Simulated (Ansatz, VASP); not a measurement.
## One calculation of CdS, two programs

```
CELL_PARAMETERS angstrom
0.00000 2.91650 2.91650
2.91650 0.00000 2.91650
2.91650 2.91650 0.00000
ATOMIC_POSITIONS crystal
Cd 0.00000 0.00000 0.00000
S 0.25000 0.25000 0.25000
```

Alike in both runs: task single point; functional PBE; k mesh 6 × 6 × 6; occupations fermi-dirac, width 0.02 eV; no spin polarisation.

|  | VASP | Ansatz |
| --- | --- | --- |
| version | VASP 6.6.1 | Ansatz 0.2.0 |
| potentials or method | VASP PAW PBE potentials, release 64 (Cd, S), cutoff 500 eV | all-electron (LAPW or listed datasets) |

|  | VASP | Ansatz | Ansatz less VASP |
| --- | --- | --- | --- |
| gap on the k mesh at the Fermi level (eV) | 1.15 | 1.14 | -0.004 |
| pressure (GPa) | 3.2 | 2.9 | -0.32 |

Ansatz ran all-electron here, and VASP with PAW potentials.
